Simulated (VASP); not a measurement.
Input of a VASP 6.6.1 run:

Contents of INCAR:

```
ALGO = Normal ; EDIFF = 1E-7
ENCUT = 520 ; GGA = PS
ISIF = 2 ; ISMEAR = -1
LASPH = True ; LCHARG = True
LELF = True ; LREAL = False
LVHAR = True ; LWAVE = False
NBANDS = 12 ; NELM = 80
PREC = Accurate ; SIGMA = 0.1
```

Contents of KPOINTS:

```
k-points
0
Gamma
  13 13 7
```

The input POSCAR:

```
Sb
1.0
    2.4750484877      0.0000000000      0.0000000000
   -1.2375242438      2.1434548659      0.0000000000
    0.0000000000      0.0000000000      3.9396567784
Sb
2
Direct
    0.3333333333      0.6666666667      0.2500000000
    0.6666666667      0.3333333333      0.7500000000
```

Potentials or basis: VASP PAW PBE potentials, release 64 (Sb).

Launch:

```bash
$ cat potpaw_PBE.64/Sb/POTCAR > POTCAR
$ mpirun -np 1 vasp_std > vasp.out
```

**Question.** Predict the band gap on the k mesh.

**Answer.** Zero (band 5 reaches 36.66 eV, above the bottom of band 6 at 20.91 eV).

**Question.** Predict the pressure.

**Answer.** 539.7 GPa.

Stress tensor (GPa, compression positive):
```
540.14   0.00   0.00
  0.00 540.14   0.00
  0.00   0.00 538.94
```

Caveat: the PAW data sets were made with another functional, which shifts forces and pressure a little; spin-orbit coupling is left out, which moves the levels of the heavy elements.
